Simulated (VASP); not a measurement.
Input of a VASP 6.6.1 run:

File INCAR:

```
PREC     = Accurate       # precision mode
ENCUT    = 520            # plane-wave cutoff, eV
EDIFF    = 1E-6           # SCF threshold, eV
ISMEAR   = 0              # smearing method
SIGMA    = 0.05           # smearing width, eV
LREAL    = Auto         
LASPH    = T              # aspherical terms in the spheres
NELM     = 80             # most SCF steps
ALGO     = Fast           # electronic algorithm
ISIF     = 2              # what is computed and relaxed
LWAVE    = F              # write WAVECAR
LCHARG   = F              # write CHGCAR
GGA      = PS             # functional
NBANDS   = 110            # bands
```

The input KPOINTS:

```
Automatic mesh
0
Gamma
  6 6 6
```

POSCAR

```
AlCu4
1.0
    6.2435652700      0.0000000000      0.0000000000
    0.0000000000      6.2435652700      0.0000000000
    0.0000000000      0.0000000000      6.2435652700
Al Cu
4 16
Direct
    0.4408904100      0.9408904100      0.5591095900
    0.9408904100      0.5591095900      0.4408904100
    0.5591095900      0.4408904100      0.9408904100
    0.0591095900      0.0591095900      0.0591095900
    0.8090787800      0.3090787800      0.1909212200
    0.3090787800      0.1909212200      0.8090787800
    0.1909212200      0.8090787800      0.3090787800
    0.6909212200      0.6909212200      0.6909212200
    0.0487556600      0.8748909500      0.6999647300
    0.3000352700      0.5487556600      0.6251090500
    0.3748909500      0.8000352700      0.9512443400
    0.5487556600      0.6251090500      0.3000352700
    0.8000352700      0.9512443400      0.3748909500
    0.8748909500      0.6999647300      0.0487556600
    0.9512443400      0.3748909500      0.8000352700
    0.6999647300      0.0487556600      0.8748909500
    0.6251090500      0.3000352700      0.5487556600
    0.4512443400      0.1251090500      0.1999647300
    0.1999647300      0.4512443400      0.1251090500
    0.1251090500      0.1999647300      0.4512443400
```

Potentials or basis: VASP PAW PBE potentials, release 64 (Al, Cu).

Run with:

```sh
$ cat potpaw_PBE.64/Al/POTCAR potpaw_PBE.64/Cu/POTCAR > POTCAR
$ mpirun -np 1 vasp_std > vasp.out
```

Predict the pressure.

-0.7 GPa.

What does it give for the band gap on the k mesh?

Zero (bands 94 and 95 overlap by 1.01 eV).

Predict the largest force.

0.077 eV/Å.

Forces in eV/Å, atoms in the order of the input:
```
Al  -0.012 -0.012  0.012
Al  -0.012  0.012 -0.012
Al   0.012 -0.012 -0.012
Al   0.012  0.012  0.012
Cu  -0.044 -0.044  0.044
Cu  -0.044  0.044 -0.044
Cu   0.044 -0.044 -0.044
Cu   0.044  0.044  0.044
Cu  -0.064  0.005  0.025
Cu  -0.025 -0.064 -0.005
Cu   0.005 -0.025  0.064
Cu  -0.064 -0.005 -0.025
Cu  -0.025  0.064  0.005
Cu   0.005  0.025 -0.064
Cu   0.064  0.005 -0.025
Cu   0.025 -0.064  0.005
Cu  -0.005 -0.025 -0.064
Cu   0.064 -0.005  0.025
Cu   0.025  0.064 -0.005
Cu  -0.005  0.025  0.064
```

Caveat: the PAW data sets were made with another functional, which shifts forces and pressure a little.
